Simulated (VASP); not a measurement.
# PbSe (Cmcm) in VASP: further runs, part 2 of 2

VASP 6.6.1. The steps go on from the part before.

**3. Single point, r2SCAN**

This run uses another cell than the first one, of 28.42 Å³/atom.

POSCAR

```
PbSe
1.0
    2.1377037839     -5.9967639064      0.0000000000
    2.1377037839      5.9967639064      0.0000000000
    0.0000000000      0.0000000000      4.4334889037
Pb Se
2 2
Direct
    0.6284359950      0.3715640050      0.7500000000
    0.3715640050      0.6284359950      0.2500000000
    0.8626836362      0.1373163638      0.7500000000
    0.1373163638      0.8626836362      0.2500000000
```

INCAR.step1

```
  PREC = Accurate
  ENCUT = 520
  ISMEAR = 0
  SIGMA = 0.01
  LREAL = F
  LASPH = T
  NELM = 60
  NBANDS = 28
  GGA = PE
  ALGO = Normal
  EDIFF = 1E-4
  LWAVE = T
  LCHARG = F
```

INCAR.step2

```
  PREC = Accurate
  ENCUT = 520
  EDIFF = 1E-7
  ISMEAR = 0
  SIGMA = 0.01
  LREAL = F
  LASPH = T
  NELM = 60
  ALGO = Normal
  ISIF = 2
  LWAVE = F
  LCHARG = F
  METAGGA = R2SCAN
  LMIXTAU = T
  NBANDS = 28
  ISTART = 1
```

KPOINTS

```
regular mesh
0
Gamma
  6 6 6
```

Potentials or basis: VASP PAW PBE potentials, release 64 (Pb_d, Se).

Started as:

```
cat potpaw_PBE.64/Pb_d/POTCAR potpaw_PBE.64/Se/POTCAR > POTCAR
cp INCAR.step1 INCAR
mpirun -np 1 vasp_std > vasp.out
cp INCAR.step2 INCAR
mpirun -np 1 vasp_std > vasp.out
```

OUTCAR:

```text
PREC = Accurate
   ENCUT = 520
   EDIFF = 1E-7
   ISMEAR = 0
   LREAL = F
   LASPH = T
   NELM = 60
   ISIF = 2
   METAGGA = R2SCAN
   ISTART = 1

 ion  position               nearest neighbor table
   1  0.628  0.372  0.750-   3 2.81   4 3.08   4 3.08   4 3.08   4 3.08   2 3.80   2 3.80
   2  0.372  0.628  0.250-   4 2.81   3 3.08   3 3.08   3 3.08   3 3.08   1 3.80   1 3.80
   3  0.863  0.137  0.750-   1 2.81   2 3.08   2 3.08   2 3.08   2 3.08
   4  0.137  0.863  0.250-   2 2.81   1 3.08   1 3.08   1 3.08   1 3.08

  LATTYP: Found a base centered orthorhombic cell.
 ALAT       =     4.2754075678
 B/A-ratio  =     2.8052361377
 C/A-ratio  =     1.0369745652

  Lattice vectors:

 A1 = (   2.1377037839,  -5.9967639064,   0.0000000000)
 A2 = (   2.1377037839,   5.9967639064,   0.0000000000)
 A3 = (   0.0000000000,   0.0000000000,   4.4334889037)

Analysis of symmetry for initial positions (statically):
=====================================================================
 Subroutine PRICEL returns:
 Original cell was already a primitive cell.

 Routine SETGRP: Setting up the symmetry group for a
 base centered orthorhombic supercell.
[... 172 lines left out ...]

 E-fermi :   4.4529     XC(G=0): -10.1194

 val. band max:        4.3925575188   @ k =   0.0000   0.0000   0.5000
 cond. band min:       5.7884238229   @ k =   0.5000   0.5000   0.0000
 fundamental gap:      1.3958663041
 Fermi energy:         4.4528517635

 k-point     1 :       0.0000    0.0000    0.0000
  band No.  band energies     occupation
      1     -12.6886      2.00000
      2     -12.5937      2.00000
      3     -12.5883      2.00000
      4     -12.5796      2.00000
      5     -12.5569      2.00000
      6     -12.5532      2.00000
[... 733 lines left out ...]
     27      11.8740      0.00000
     28      12.3391      0.00000

 [... further k-points ...]

------------------------ aborting loop because EDIFF is reached ----------------------------------------

  FORCE on cell =-STRESS in cart. coord.  units (eV):
  Direction    XX          YY          ZZ          XY          YZ          ZX
  --------------------------------------------------------------------------------------
  -------------------------------------------------------------------------------------
  Total        0.6969430      0.7809505      0.7088272      0.0000000     -0.0000000      0.0000000
  in kB        9.8235334     11.0076349      9.9910435      0.0000000     -0.0000000      0.0000000
  external PRESSURE =      10.2740706 kB  Pullay stress =       0.0000000 kB

 VOLUME and BASIS-vectors are now :
 -----------------------------------------------------------------------------
  energy-cutoff  :      520.00
  volume of cell :      113.67
      direct lattice vectors                 reciprocal lattice vectors
     2.137703784 -5.996763906  0.000000000     0.233895830 -0.083378303  0.000000000
     2.137703784  5.996763906  0.000000000     0.233895830  0.083378303  0.000000000
     0.000000000  0.000000000  4.433488904     0.000000000  0.000000000  0.225555995

 POSITION                                       TOTAL-FORCE (eV/Angst)
 -----------------------------------------------------------------------------------
      2.13770     -1.54040      3.32512         0.000000     -0.009197     -0.000000
      2.13770      1.54040      1.10837         0.000000      0.009197      0.000000
      2.13770     -4.34986      3.32512         0.000000      0.003216      0.000000
      2.13770      4.34986      1.10837         0.000000     -0.003216      0.000000
 -----------------------------------------------------------------------------------
    total drift:                                0.000000      0.000000      0.000000

  FREE ENERGIE OF THE ION-ELECTRON SYSTEM (eV)
  ---------------------------------------------------
  free  energy   TOTEN  =      -143.7114927819 eV

  energy  without entropy=     -143.7114927819  energy(sigma->0) =     -143.71149278
```

OUTCAR.step1:

```text
PREC = Accurate
   ENCUT = 520
   ISMEAR = 0
   LREAL = F
[... 976 lines left out ...]
      2.13770     -1.54040      3.32512         0.000000      0.093446      0.000000
      2.13770      1.54040      1.10837         0.000000     -0.093446     -0.000000
      2.13770     -4.34986      3.32512         0.000000     -0.157769     -0.000000
      2.13770      4.34986      1.10837         0.000000      0.157769     -0.000000
 -----------------------------------------------------------------------------------
    total drift:                                0.000000      0.000000      0.000000

  FREE ENERGIE OF THE ION-ELECTRON SYSTEM (eV)
  ---------------------------------------------------
  free  energy   TOTEN  =       -16.1617269456 eV

  energy  without entropy=      -16.1617269456  energy(sigma->0) =      -16.16172695
```

It took 18 min on 1 thread of Intel Xeon 8259CL, shared host; peak memory 0.39 GiB.

Results:

```yaml
Free_energy: -143.7115 eV
Pressure: 1.0 GPa
Largest_force: 0.009 eV/Å
Band_gap_on_the_k_mesh: 1.40 eV (least direct gap 1.55 eV)
```

Forces on the atoms (eV/Å):
```
Pb   0.000 -0.009  0.000
Pb   0.000  0.009  0.000
Se   0.000  0.003  0.000
Se   0.000 -0.003  0.000
```

Stress tensor (GPa, compression positive):
```
0.98 0.00 0.00
0.00 1.10 0.00
0.00 0.00 1.00
```

Caveat: the PAW data sets were made with another functional, which shifts forces and pressure a little; spin-orbit coupling is left out, which moves the levels of the heavy elements.

**4. Single point, r2SCAN (uniaxial y strain +2.3%)**

POSCAR

```
PbSe
1.0
    2.1377037839     -6.1346894763      0.0000000000
    2.1377037839      6.1346894763      0.0000000000
    0.0000000000      0.0000000000      4.4334889037
Pb Se
2 2
Direct
    0.6306561972      0.3693438028      0.7500000000
    0.3693438028      0.6306561972      0.2500000000
    0.8605001916      0.1394998084      0.7500000000
    0.1394998084      0.8605001916      0.2500000000
```

INCAR.step1

```
SYSTEM = PbSe
PREC = Accurate ; ENCUT = 520
ISMEAR = 0 ; SIGMA = 0.01
LREAL = .False. ; LASPH = .True.
NELM = 80 ; NBANDS = 28
GGA = PE ; ALGO = Normal
EDIFF = 1E-4 ; LWAVE = .True.
LCHARG = .False.
```

INCAR.step2

```
SYSTEM = PbSe
PREC = Accurate ; ENCUT = 520
EDIFF = 1E-6 ; ISMEAR = 0
SIGMA = 0.01 ; LREAL = .False.
LASPH = .True. ; NELM = 80
ALGO = Normal ; ISIF = 2
LWAVE = .False. ; LCHARG = .True.
METAGGA = R2SCAN ; LMIXTAU = .True.
LELF = .True. ; LVHAR = .True.
NBANDS = 28 ; ISTART = 1
```

KPOINTS

```
Automatic mesh
0
Gamma
  6 6 6
  0 0 0
```

Started as:

```
cat potpaw_PBE.64/Pb_d/POTCAR potpaw_PBE.64/Se/POTCAR > POTCAR
cp INCAR.step1 INCAR
mpirun -np 1 vasp_std > vasp.out
cp INCAR.step2 INCAR
mpirun -np 1 vasp_std > vasp.out
```

Wall time 17 min (1 thread of Intel Xeon 8259CL, shared host); peak memory 0.4 GiB.

Results (log left out):

- Free energy: -143.7209 eV
- Pressure: 0.5 GPa
- Largest force: 0.011 eV/Å
- Band gap on the k mesh: 1.34 eV (least direct gap 1.58 eV)

Forces in eV/Å, atoms in the order of the input:
```
Pb   0.000 -0.011  0.000
Pb   0.000  0.011  0.000
Se   0.000  0.002  0.000
Se   0.000 -0.002  0.000
```

Stress tensor (GPa, compression positive):
```
 0.86  0.00  0.00
 0.00 -0.06  0.00
 0.00  0.00  0.69
```

Levels at points of the mesh, in eV from the valence-band top:
```
           k point  band 18  band 19  band 20  band 21  band 22  band 23
(0.00, 0.00, 0.00)    -1.64    -1.44    -0.45     4.87     4.87     5.09
(0.50, 0.00, 0.00)    -1.02    -0.46    -0.22     1.88     1.89     2.11
(0.50, 0.50, 0.00)    -1.88    -1.20    -0.58     1.34     4.69     4.88
(0.00, 0.00, 0.50)    -0.96     0.00     0.00     1.91     1.91     2.68
(0.50, 0.00, 0.50)    -3.19    -1.39    -1.39     3.47     3.47     5.90
(0.50, 0.50, 0.50)    -1.08    -0.32    -0.32     1.69     1.69     3.13
```

Caveat: the cell differs from its parent crystal (uniaxial y strain +2.3%); the PAW data sets were made with another functional, which shifts forces and pressure a little; spin-orbit coupling is left out, which moves the levels of the heavy elements. A k mesh can miss the band edges.

**5. Single point, r2SCAN (strain +4.0%)**

POSCAR

```
PbSe
1.0
    2.2232119353     -6.2366344627      0.0000000000
    2.2232119353      6.2366344627      0.0000000000
    0.0000000000      0.0000000000      4.6108284599
Pb Se
2 2
Direct
    0.6365998072      0.3634001928      0.7500000000
    0.3634001928      0.6365998072      0.2500000000
    0.8604132727      0.1395867273      0.7500000000
    0.1395867273      0.8604132727      0.2500000000
```

INCAR.step1

```
PREC = Accurate
ENCUT = 520
ISMEAR = 0
SIGMA = 0.01
LREAL = False
LASPH = True
NELM = 80
NBANDS = 28
GGA = PE
ALGO = Normal
EDIFF = 1E-4
LWAVE = True
LCHARG = False
```

INCAR.step2

```
PREC = Accurate
ENCUT = 520
EDIFF = 1E-6
ISMEAR = 0
SIGMA = 0.01
LREAL = False
LASPH = True
NELM = 80
ALGO = Normal
ISIF = 2
LWAVE = False
LCHARG = False
METAGGA = R2SCAN
LMIXTAU = True
NBANDS = 28
ISTART = 1
```

KPOINTS

```
regular mesh
0
Gamma
  6 6 6
```

Started as:

```
cat potpaw_PBE.64/Pb_d/POTCAR potpaw_PBE.64/Se/POTCAR > POTCAR
cp INCAR.step1 INCAR
mpirun -np 1 vasp_std > vasp.out
cp INCAR.step2 INCAR
mpirun -np 1 vasp_std > vasp.out
```

It took 21 min on 1 thread of Intel Xeon 8259CL, shared host; peak memory 0.42 GiB.

The run converged. Its results:

- Free energy: -143.6264 eV
- Pressure: -2.6 GPa
- Largest force: 0.006 eV/Å
- Band gap on the k mesh: 1.74 eV (least direct gap 1.81 eV)

Forces in eV/Å, atoms in the order of the input:
```
Pb   0.000 -0.006  0.000
Pb   0.000  0.006  0.000
Se   0.000  0.005  0.000
Se   0.000 -0.005  0.000
```

Stress tensor (GPa, compression positive):
```
-3.29  0.00  0.00
 0.00 -0.86  0.00
 0.00  0.00 -3.57
```

Levels at points of the mesh, in eV from the valence-band top:
```tsv
k point	band 16	band 17	band 18	band 19	band 20	band 21	band 22	band 23	band 24	band 25
(0.00, 0.00, 0.00)	-2.46	-1.86	-1.13	-0.96	-0.28	4.79	5.03	5.14	5.32	5.57
(0.50, 0.00, 0.00)	-1.56	-0.99	-0.75	-0.40	-0.17	1.95	2.10	2.37	3.07	3.32
(0.50, 0.50, 0.00)	-2.14	-1.47	-1.39	-0.76	-0.33	1.80	4.48	5.00	5.02	5.25
(0.00, 0.00, 0.50)	-2.25	-0.69	-0.69	-0.01	-0.01	2.06	2.06	2.81	2.81	5.35
(0.50, 0.00, 0.50)	-3.60	-2.46	-2.46	-1.05	-1.05	3.87	3.87	5.46	5.46	6.27
(0.50, 0.50, 0.50)	-0.83	-0.80	-0.80	-0.21	-0.21	1.80	1.80	3.22	3.22	3.66
```

Caveat: the cell differs from its parent crystal (strain +4.0%); the PAW data sets were made with another functional, which shifts forces and pressure a little; spin-orbit coupling is left out, which moves the levels of the heavy elements. A k mesh can miss the band edges.

**6. Overview**

```csv
cell,gap on the mesh (eV),pressure (GPa),largest force (eV/Å)
"a = 6.329, b = 6.329, c = 4.433 Å, angles 90.0, 90.0, 140.8°, 4 atoms, atomic positions A",1.37,1.5,0.01
"a = 6.366, b = 6.366, c = 4.433 Å, angles 90.0, 90.0, 140.8°, 4 atoms, atomic positions B",1.40,1.0,0.01
"a = 6.496, b = 6.496, c = 4.433 Å, angles 90.0, 90.0, 141.6°, 4 atoms, atomic positions C",1.34,0.5,0.01
"a = 6.621, b = 6.621, c = 4.611 Å, angles 90.0, 90.0, 140.8°, 4 atoms, atomic positions D",1.74,-2.6,0.01
```

Alike in all rows: task single point; level r2SCAN; potentials or basis VASP PAW PBE potentials, release 64 (Pb_d, Se); no spin polarisation; k mesh 6 × 6 × 6; cutoff (eV) 520; smearing gaussian 0.01 eV.

Caveats: the PAW data sets were made with another functional, which shifts forces and pressure a little; spin-orbit coupling is left out, which moves the levels of the heavy elements.

Absolute energies hang on the potentials; compare differences alone.
